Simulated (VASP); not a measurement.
Here is a VASP 6.6.1 calculation.

File INCAR:

```
SYSTEM = MgO
  PREC = Accurate
  ENCUT = 520
  EDIFF = 1E-6
  ISMEAR = 0
  SIGMA = 0.05
  LREAL = .False.
  LASPH = .True.
  NELM = 100
  ALGO = Normal
  ISIF = 2
  LWAVE = .False.
  LCHARG = .False.
  GGA = CA
  NBANDS = 36
```

The input KPOINTS:

```
regular mesh
0
Gamma
  4 4 4
  0 0 0
```

The input POSCAR:

```
MgO
1.0
    5.5230736673      0.0000000000      0.0000000000
    0.0000000000      5.5230736673      0.0000000000
    0.0000000000      0.0000000000      5.5230736673
Mg O
6 6
Direct
    0.2500000000      0.0000000000      0.5000000000
    0.0000000000      0.5000000000      0.2500000000
    0.5000000000      0.7500000000      0.0000000000
    0.7500000000      0.0000000000      0.5000000000
    0.0000000000      0.5000000000      0.7500000000
    0.5000000000      0.2500000000      0.0000000000
    0.2500000000      0.5000000000      0.0000000000
    0.5000000000      0.0000000000      0.2500000000
    0.0000000000      0.7500000000      0.5000000000
    0.7500000000      0.5000000000      0.0000000000
    0.5000000000      0.0000000000      0.7500000000
    0.0000000000      0.2500000000      0.5000000000
```

Potentials or basis: VASP PAW LDA potentials, release 64 (Mg, O).

The run is started by

```console
$ cat potpaw_LDA.64/Mg/POTCAR potpaw_LDA.64/O/POTCAR > POTCAR
$ mpirun -np 1 vasp_std > vasp.out
```

(1) Estimate the pressure.

(2) Predict the band gap on the k mesh.

Results:

(1) -0.8 GPa.

(2) 2.86 eV.
